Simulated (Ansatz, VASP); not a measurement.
**Two plane-wave programs on PbSe**

```
Pb Se
1.0
     0.00000    3.06065    3.06065
     3.06065    0.00000    3.06065
     3.06065    3.06065    0.00000
Pb Se
1 1
Direct
  0.00000 0.00000 0.00000
  0.50000 0.50000 0.50000
```

Alike in both runs: functional revPBE; dispersion D4; k mesh 8 × 8 × 8; occupations fermi-dirac, width 0.15 eV; non-collinear spin, spin-orbit coupling.

```csv
,VASP,Ansatz
version,VASP 6.6.1,Ansatz 0.2.0
potentials or method,"VASP PAW PBE potentials, release 64 (Pb_d, Se)",Ansatz PAW
plane-wave cutoff (eV),520,420
valence electrons in the cell,20,30
task,single point,electrostatic potential
```

VASP gave:

| Item | Value |
| --- | --- |
| pressure (GPa) | 0.0 |
| net moment per atom (μB) | 0.00 |

Task: Which values does Ansatz return?

Result: Pressure (GPa): -0.1; net moment per atom (μB): 0.00.

VASP's potentials were made for PBE, not for revPBE. VASP's potentials hold 20 valence electrons a cell and Ansatz's 30, so a difference there can come from the potentials and not from the codes.
